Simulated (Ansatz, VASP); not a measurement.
AgRh: VASP beside Ansatz

INCAR

```
  ALGO = Normal
  EDIFF = 1E-7
  ENCUT = 520
  ISIF = 2
  ISMEAR = -1
  LASPH = True
  LCHARG = False
  LREAL = False
  LWAVE = False
  NBANDS = 20
  NELM = 100
  PREC = Accurate
  SIGMA = 0.05
```

The input KPOINTS:

```
k-points
0
Gamma
  11 11 6
```

File POSCAR:

```
AgRh
1.0
    2.7400486223      0.0000000000      0.0000000000
   -1.3700243112      2.3729517146      0.0000000000
    0.0000000000      0.0000000000      4.7436129252
Ag Rh
1 1
Direct
    0.0000000000      0.0000000000      0.5000000000
    0.6666666667      0.3333333333      0.0000000000
```

Contents of input.yaml:

```yaml
crystal:
  lattice:
    - [2.7400486223, 0.0, 0.0]
    - [-1.3700243112, 2.3729517146, 0.0]
    - [0.0, 0.0, 4.7436129252]
  atoms:
    - { symbol: Ag, position: [0.0, 0.0, 0.5] }
    - { symbol: Rh, position: [0.6666666667, 0.3333333333, 0.0] }
kpoints:
  mp_grid: { grid: [11, 11, 6] }
scf:
  occupations: { method: fermi_dirac, width: 0.05 }
hamiltonian:
  xc: lda
  pseudopotentials: { kind: all_electron, lapw: { basis_error: 0.001 } }
output:
  forces: true
  stress: true
  eigenvalues: true
```

Change from the starting cell: volume scaled by 0.96.

Alike in both runs: task single point; functional LDA; k mesh 11 × 11 × 6; occupations fermi-dirac, width 0.05 eV; no spin polarisation.

|  | VASP | Ansatz |
| --- | --- | --- |
| version | VASP 6.6.1 | Ansatz 0.2.0 |
| potentials or method | VASP PAW LDA potentials, release 64 (Ag, Rh_pv), cutoff 520 eV | all-electron LAPW, scalar-relativistic |

```tsv
	VASP	Ansatz	Ansatz less VASP
gap on the k mesh at the Fermi level (eV)	none	none	-
pressure (GPa)	-9.6	-9.9	-0.36
traceless stress, the component that is largest in VASP (GPa)	-0.45	-0.43	+0.029
```

LDA's correlation is that of Perdew and Zunger in VASP and of Perdew and Wang (1992) in Ansatz. A gap of «none» marks a metal or a gap that the smearing closes. Ansatz ran all-electron here, and VASP with PAW potentials.
